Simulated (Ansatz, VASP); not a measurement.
**One calculation of BaTiO3, two programs**

```
Ba Ti O
1.0
     3.98550    0.00000    0.00000
     0.00000    2.83690    2.84515
     0.00000   -2.83690    2.84515
Ba Ti O
1 1 3
Direct
  0.00000 0.00000 0.00000
  0.50000 0.51240 0.51240
  0.00000 0.48740 0.48740
  0.50000 0.50524 0.99184
  0.50000 0.99184 0.50524
```

Alike in both runs: task single point; functional r2SCAN; k mesh 6 × 6 × 6; no spin polarisation.

|  | VASP | Ansatz |
| --- | --- | --- |
| version | VASP 6.6.1 | Ansatz 0.2.0 |
| potentials or method | VASP PAW PBE potentials, release 64 (Ba_sv, Ti_sv, O), cutoff 520 eV | plane waves, PAW |
| occupations | fermi-dirac, width 0.1 eV | fermi-dirac |
| valence electrons in the cell | 40 | 40 |

```tsv
	VASP	Ansatz	Ansatz less VASP
pressure (GPa)	1.1	-0.9	-1.95
traceless stress, the component that is largest in VASP (GPa)	-0.40	-0.41	-0.010
```

VASP's potentials were made for PBE, not for r2SCAN.

Neither program's run includes spin-orbit coupling.
